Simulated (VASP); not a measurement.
Crystal: YAl3N4.

```
Y Al N
1.0
     3.40591   -4.81668    0.00000
     3.40591    4.81668    0.00000
     0.00000    0.00000    3.40591
Y Al N
1 3 4
Direct
  0.00000 0.00000 0.00000
  0.00000 0.50000 0.50000
  0.50000 0.00000 0.50000
  0.50000 0.50000 0.00000
  0.75000 0.25000 0.00000
  0.75000 0.75000 0.50000
  0.25000 0.25000 0.50000
  0.25000 0.75000 0.00000
```

| Item | Value |
| --- | --- |
| Program | VASP 6.6.1 |
| Task | relaxation of cell and atoms |
| Functional | PBE |
| Potentials or basis | VASP PAW PBE potentials, release 64 (Y_sv, Al, N) |
| Cutoff | 600 eV |
| k mesh | 4 × 4 × 6 |
| Occupations | gaussian, width 0.1 eV |
| Spin | no spin polarisation |

At the start: pressure -31.8 GPa; volume 13.97 Å³/atom.

**Question.** How do energy, volume and symmetry change on relaxing?

**Answer.** Over 8 steps the energy falls by 593.5 meV/atom and the volume is 10.13 Å³/atom (-27.5 %); space group Cmmm (No. 65, to 0.1 Å) before and after.

The path:
```tsv
step	energy change (eV)	largest force (eV/Å)	pressure (GPa)	volume (Å³)
1	0.0000	1.6038	-31.75	111.75
2	-3.5935	3.2229	31.99	72.69
3	-4.2541	2.8658	3.00	81.05
4	-4.6660	1.0058	4.71	79.23
5	-4.7273	0.1349	3.65	79.70
6	-4.7381	0.0428	-2.76	82.12
7	-4.7465	0.0779	-0.28	81.14
8	-4.7481	0.0311	-0.04	81.04
```

Final structure:
```
Y Al N
1.0
     3.06670   -4.29623    0.00000
     3.06670    4.29623    0.00000
     0.00000    0.00000    3.07563
Y Al N
1 3 4
Direct
  0.00000 0.00000 0.00000
  0.00000 0.50000 0.50000
  0.50000 0.00000 0.50000
  0.50000 0.50000 0.00000
  0.73518 0.26482 0.00000
  0.72478 0.72478 0.50000
  0.27522 0.27522 0.50000
  0.26482 0.73518 0.00000
```

Caveat: the volume moved by over 15 % at a fixed basis, so the end points are rough.
